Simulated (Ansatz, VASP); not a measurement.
# Sc in VASP and in Ansatz

```
Sc
1.0
     0.00000    2.23644    2.33861
     2.23644    0.00000    2.33861
     2.23644    2.23644    0.00000
Sc
1
Direct
  0.00000 0.00000 0.00000
```

Change from the starting cell: strain -0.015 along x and y, +0.030 along z, atoms carried along.

Alike in both runs: task single point; functional PBEsol; k mesh 18 × 18 × 18; occupations gaussian, width 0.15 eV; no spin polarisation.

|  | VASP | Ansatz |
| --- | --- | --- |
| version | VASP 6.6.1 | Ansatz 0.2.0 |
| potentials or method | VASP PAW PBE potentials, release 64 (Sc_sv), cutoff 520 eV | scalar-relativistic, plane waves, PAW |
| valence electrons in the cell | 11 | 11 |

```tsv
	VASP	Ansatz	Ansatz less VASP
gap on the k mesh at the Fermi level (eV)	none	none	-
pressure (GPa)	0.5	0.5	0.00
traceless stress, the component that is largest in VASP (GPa)	-0.96	-0.96	+0.004
```

VASP's potentials were made for PBE, not for PBEsol. A gap of «none» marks a metal or a gap that the smearing closes. With one functional, cell and mesh, what is left measures potentials, basis and numerics.
